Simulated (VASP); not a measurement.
ZnW2: relaxation of cell and atoms with PBE

Crystal: ZnW2.

```
Zn W
1.0
     0.00000    3.74147    3.74147
     3.74147    0.00000    3.74147
     3.74147    3.74147    0.00000
Zn W
2 4
Direct
  0.50000 0.50000 0.50000
  0.75000 0.75000 0.75000
  0.12500 0.12500 0.12500
  0.62500 0.12500 0.12500
  0.12500 0.12500 0.62500
  0.12500 0.62500 0.12500
```

```yaml
Program: VASP 6.6.1
Task: relaxation of cell and atoms
Functional: PBE
Potentials_or_basis: VASP PAW PBE potentials, release 64 (Zn, W_sv)
Cutoff: 600 eV
k_mesh: 10 × 10 × 10
Occupations: gaussian, width 0.1 eV
Spin: no spin polarisation
Dipole_correction: no
Further_INCAR_settings: ALGO = Fast; EDIFF = 1e-06; IBRION = 2; EDIFFG = -0.01; NSW = 100; ISIF = 3
```

```
Pressure after relaxing : 0.0 GPa
Band gap on the k mesh  : zero (bands 40 and 41 overlap by 1.58 eV)
```

Final structure:
```cif
data_structure
_symmetry_space_group_name_H-M 'P 1'
_symmetry_Int_Tables_number 1
_cell_length_a 5.2912
_cell_length_b 5.2912
_cell_length_c 5.2912
_cell_angle_alpha 60.000
_cell_angle_beta 60.000
_cell_angle_gamma 60.000
_cell_volume 104.75
loop_
_atom_site_label
_atom_site_type_symbol
_atom_site_fract_x
_atom_site_fract_y
_atom_site_fract_z
_atom_site_occupancy
Zn1 Zn 0.50000 0.50000 0.50000 1
Zn2 Zn 0.75000 0.75000 0.75000 1
W1 W 0.12500 0.12500 0.12500 1
W2 W 0.62500 0.12500 0.12500 1
W3 W 0.12500 0.12500 0.62500 1
W4 W 0.12500 0.62500 0.12500 1
```

Levels at points of the mesh, in eV from the Fermi level:
```csv
k point,band 36,band 37,band 38,band 39,band 40,band 41,band 42,band 43,band 44,band 45
"(0.00, 0.00, 0.00)",-2.64,-0.31,1.12,1.12,1.12,2.43,2.44,2.49,2.56,2.56
"(0.50, 0.00, 0.00)",-2.04,-1.31,-1.28,-0.52,-0.52,-0.23,-0.23,2.22,2.51,2.53
"(0.50, 0.50, 0.00)",-2.32,-1.47,-1.47,-0.54,-0.54,-0.11,-0.11,0.21,0.21,2.53
```

It took 3.6 min on 1 thread of Intel(R) Xeon(R) 6975P-C (Granite Rapids), with other jobs on the host, peak memory 0.4 GiB.

Caveat: the relaxation stopped at its first step, so nothing moved; spin-orbit coupling is left out, which moves the levels of the heavy elements.
